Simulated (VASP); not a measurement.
Write the native input for VASP 6.6.1 that does the following.

- Task: relaxation of cell and atoms
- Functional: PBE
- Potentials or basis: VASP PAW PBE potentials, release 64 (Br)
- Cutoff: 500 eV
- k mesh: 15 × 15 × 15
- Occupations: fermi-dirac, width 0.05 eV
- Spin: no spin polarisation
- Dipole correction: no
- Further INCAR settings: ALGO = Normal; EDIFF = 1e-07; IBRION = 2; EDIFFG = -0.01; NSW = 80; ISIF = 3

The structure of Br lies in POSCAR:

```
Br
1.0
   -1.8700000000      1.8700000000      1.8700000000
    1.8700000000     -1.8700000000      1.8700000000
    1.8700000000      1.8700000000     -1.8700000000
Br
1
Direct
    0.0000000000      0.0000000000      0.0000000000
```

The input as run:

INCAR

```
SYSTEM = Br
  PREC = Accurate
  ENCUT = 500
  EDIFF = 1E-7
  ISMEAR = -1
  SIGMA = 0.05
  LREAL = .FALSE.
  LASPH = .TRUE.
  NELM = 120
  ALGO = Normal
  ISIF = 3
  LWAVE = .FALSE.
  LCHARG = .FALSE.
  GGA = PE
  IBRION = 2
  NSW = 80
  EDIFFG = -0.01
  GGA_COMPAT = .FALSE.
  NELMIN = 4
```

KPOINTS

```
regular mesh
0
G
  15 15 15
  0 0 0
```

Potentials or basis: VASP PAW PBE potentials, release 64 (Br).

Launch:

```bash
$ cat potpaw_PBE.64/Br/POTCAR > POTCAR
$ mpirun -np 1 vasp_std > vasp.out
```

It gave:

```yaml
Relaxed_volume: 26.71 Å³/atom
Relaxed_cell: a = 3.262 Å, b = 3.262 Å, c = 3.262 Å, α = 109.47°, β = 109.47°, γ = 109.47°
Space_group_after_relaxing_to_0.1_Å: Im-3m (No. 229)
Energy_gained_by_relaxing: 1.0 meV/atom
Ionic_steps: 3
Pressure_after_relaxing: 0.0 GPa
Band_gap_on_the_k_mesh: zero (an odd number of electrons rules out a gap without spin polarisation)
```

Caveat: an odd number of electrons without spin polarisation forces a metal; a magnetic or distorted state may lie lower.

Wall time 15 s on 1 thread of Intel(R) Xeon(R) Platinum 8375C CPU @ 2.90GHz (Ice Lake), on a shared host, peak memory 0.15 GiB.
